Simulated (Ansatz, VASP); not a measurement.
One calculation of Mg8HO8, two programs

```
CELL_PARAMETERS angstrom
0.00000 3.85100 3.85100
3.85100 0.00000 3.85100
3.85100 3.85100 0.00000
ATOMIC_POSITIONS crystal
Mg 0.00000 0.00000 0.00000
Mg 0.00000 0.00000 0.50000
Mg 0.00000 0.50000 0.00000
Mg 0.00000 0.50000 0.50000
Mg 0.50000 0.00000 0.00000
Mg 0.50000 0.00000 0.50000
Mg 0.50000 0.50000 0.00000
Mg 0.50000 0.50000 0.50000
O 0.25000 0.25000 0.25000
O 0.25000 0.25000 0.75000
O 0.25000 0.75000 0.25000
O 0.25000 0.75000 0.75000
O 0.75000 0.25000 0.25000
O 0.75000 0.25000 0.75000
O 0.75000 0.75000 0.25000
O 0.75000 0.75000 0.75000
H 0.87373 0.38456 0.86375
```

Alike in both runs: task relaxation of the atoms; functional PBE; dispersion D3(BJ); k mesh 3 × 3 × 3; occupations gaussian, width 0.05 eV; collinear spin.

|  | VASP | Ansatz |
| --- | --- | --- |
| version | VASP 6.6.1 | Ansatz 0.2.0 |
| potentials or method | VASP PAW PBE potentials, release 64 (Mg, O, H), cutoff 520 eV | scalar-relativistic, plane waves, PAW |
| valence electrons in the cell | 65 | 129 |

|  | VASP | Ansatz | Ansatz less VASP |
| --- | --- | --- | --- |
| net moment per atom (μB) | 0.05 | 0.05 | 0.000 |
| size of the moment on the site where the two differ most (μB) | 0.31 | 0.40 | +0.095 |

Site moments also hang on the region over which each program counts them. VASP's potentials hold 65 valence electrons a cell and Ansatz's 129, so a difference there can come from the potentials and not from the codes.

The k mesh is coarse, so the values compare programs but aren't converged.
